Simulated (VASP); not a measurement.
Set up this calculation in VASP 6.6.1, as the native input.

```
Task                   : relaxation of cell and atoms
Functional             : PBE
Dispersion             : D4
Potentials or basis    : VASP PAW PBE potentials, release 64 (Sn_d, O)
Cutoff                 : 600 eV
k mesh                 : 5 × 5 × 5
Occupations            : fermi-dirac, width 0.05 eV
Spin                   : no spin polarisation
Dipole correction      : no
Further INCAR settings : ALGO = Normal; EDIFF = 1e-06; IBRION = 2; EDIFFG = -0.01; NSW = 60; ISIF = 3
```

The structure of SnO2 lies in POSCAR:

```
SnO2
1.0
    5.1752560000      0.0000000000      0.0000000000
    0.0000000000      5.1752560000      0.0000000000
    0.0000000000      0.0000000000      5.1752560000
Sn O
4 8
Direct
    0.0000000000      0.0000000000      0.0000000000
    0.5000000000      0.0000000000      0.5000000000
    0.5000000000      0.5000000000      0.0000000000
    0.0000000000      0.5000000000      0.5000000000
    0.6610980000      0.8389020000      0.1610980000
    0.8389020000      0.1610980000      0.6610980000
    0.1610980000      0.6610980000      0.8389020000
    0.3389020000      0.3389020000      0.3389020000
    0.6610980000      0.6610980000      0.6610980000
    0.8389020000      0.3389020000      0.1610980000
    0.1610980000      0.8389020000      0.3389020000
    0.3389020000      0.1610980000      0.8389020000
```

These files were run (other wordings do the same):

INCAR

```
SYSTEM = SnO2
PREC = Accurate
ENCUT = 600
EDIFF = 1E-6
ISMEAR = -1
SIGMA = 0.05
LREAL = .FALSE.
LASPH = .TRUE.
NELM = 80
ALGO = Normal
ISIF = 3
LWAVE = .FALSE.
LCHARG = .FALSE.
GGA = PE
IVDW = 13
IBRION = 2
NSW = 60
EDIFFG = -0.01
```

KPOINTS

```
Automatic mesh
0
G
  5 5 5
  0 0 0
```

Potentials or basis: VASP PAW PBE potentials, release 64 (Sn_d, O).

Command:

```sh
$ cat potpaw_PBE.64/Sn_d/POTCAR potpaw_PBE.64/O/POTCAR > POTCAR
$ mpirun -np 1 vasp_std > vasp.out
```

Results of the run:

```yaml
Relaxed_volume: 11.32 Å³/atom
Relaxed_cell: a = 5.140 Å, b = 5.140 Å, c = 5.140 Å, α = 90.00°, β = 90.00°, γ = 90.00°
Space_group_after_relaxing_to_0.1_Å: Pa-3 (No. 205)
Energy_gained_by_relaxing: 2.9 meV/atom
Ionic_steps: 10
Pressure_after_relaxing: 0.0 GPa
Band_gap_on_the_k_mesh: 0.76 eV (least direct gap 0.82 eV)
Dispersion_energy_per_atom: -0.283 eV
```

Caveat: semilocal functionals underestimate gaps, and a narrow one can read as zero; spin-orbit coupling is left out, which moves the levels of the heavy elements; an odd mesh through Γ misses points on the zone boundary, where band edges can lie.

Run time: 9.9 min on 1 thread of Intel(R) Xeon(R) Platinum 8488C (Sapphire Rapids), with other jobs on the host, peak memory 0.31 GiB.
